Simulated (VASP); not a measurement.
Input of a VASP 6.6.1 run:

The input INCAR:

```
SYSTEM = MnPt2
PREC = Accurate ; ENCUT = 520
EDIFF = 1E-6 ; ISMEAR = -1
SIGMA = 0.05 ; LREAL = .False.
LASPH = .True. ; NELM = 150
ALGO = Fast ; ISIF = 2
LWAVE = .False. ; LCHARG = .True.
ISPIN = 2 ; MAGMOM = 0 0 4
LORBIT = 11 ; LMAXMIX = 4
GGA = PS ; LELF = .True.
LVHAR = .True. ; NBANDS = 28
```

KPOINTS

```
regular mesh
0
Gamma
  11 11 4
  0 0 0
```

The input POSCAR:

```
MnPt2
1.0
    2.7735820988      0.0000000000      0.0000000000
   -1.3867910494      2.4019925571      0.0000000000
    0.0000000000      0.0000000000      6.5455069277
Pt Mn
2 1
Direct
    0.6666666667      0.3333333333      0.3175624062
    0.3333333333      0.6666666667      0.6824375938
    0.0000000000      0.0000000000      0.0000000000
```

Potentials or basis: VASP PAW PBE potentials, release 64 (Pt, Mn_pv).

The run is started by

```console
$ cat potpaw_PBE.64/Pt/POTCAR potpaw_PBE.64/Mn_pv/POTCAR > POTCAR
$ mpirun -np 1 vasp_std > vasp.out
```

Q: Predict the largest force.

A: 0.013 eV/Å.

Q: Predict the net moment.

A: 4.16 μB per cell.

Stress tensor (GPa, compression positive):
```
-0.10  0.00  0.00
 0.00 -0.10  0.00
 0.00  0.00  0.04
```

Caveat: the PAW data sets were made with another functional, which shifts forces and pressure a little.
